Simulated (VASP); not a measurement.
Input of a VASP 6.6.1 run:

POSCAR

```
Te
1.0
   -3.0716629421      4.0251857657      1.5942544654
    3.0716629421     -4.0251857657      1.5942544654
    3.0716629421      4.0251857657     -1.5942544654
Te
2
Direct
    0.9990709800      0.2490709800      0.7500000000
    0.0009290000      0.7509290200      0.2500000000
```

Contents of INCAR.step1:

```
SYSTEM = Te
  PREC = Accurate
  ENCUT = 520
  ISMEAR = -1
  SIGMA = 0.05
  LREAL = .FALSE.
  LASPH = .TRUE.
  NELM = 60
  NBANDS = 13
  GGA = PE
  ALGO = Normal
  EDIFF = 1E-4
  LWAVE = .TRUE.
  LCHARG = .FALSE.
```

The input INCAR.step2:

```
SYSTEM = Te
  PREC = Accurate
  ENCUT = 520
  EDIFF = 1E-6
  ISMEAR = -1
  SIGMA = 0.05
  LREAL = .FALSE.
  LASPH = .TRUE.
  NELM = 60
  ALGO = Normal
  ISIF = 2
  LWAVE = .FALSE.
  LCHARG = .FALSE.
  METAGGA = R2SCAN
  LMIXTAU = .TRUE.
  NBANDS = 13
  ISTART = 1
```

KPOINTS

```
Automatic mesh
0
G
  11 11 11
  0 0 0
```

Potentials or basis: VASP PAW PBE potentials, release 64 (Te).

Run with:

```bash
$ cat potpaw_PBE.64/Te/POTCAR > POTCAR
$ cp INCAR.step1 INCAR
$ mpirun -np 1 vasp_std > vasp.out
$ cp INCAR.step2 INCAR
$ mpirun -np 1 vasp_std > vasp.out
```

(1) Estimate the pressure.

(2) Predict the largest force.

(3) Predict the band gap on the k mesh.

## Answers

(1) -3.9 GPa.

(2) 0.004 eV/Å.

(3) zero (bands 6 and 7 overlap by 3.54 eV).

Caveat: the stress differs along the axes, from -6 to -1 GPa; the PAW data sets were made with another functional, which shifts forces and pressure a little; spin-orbit coupling is left out, which moves the levels of the heavy elements.
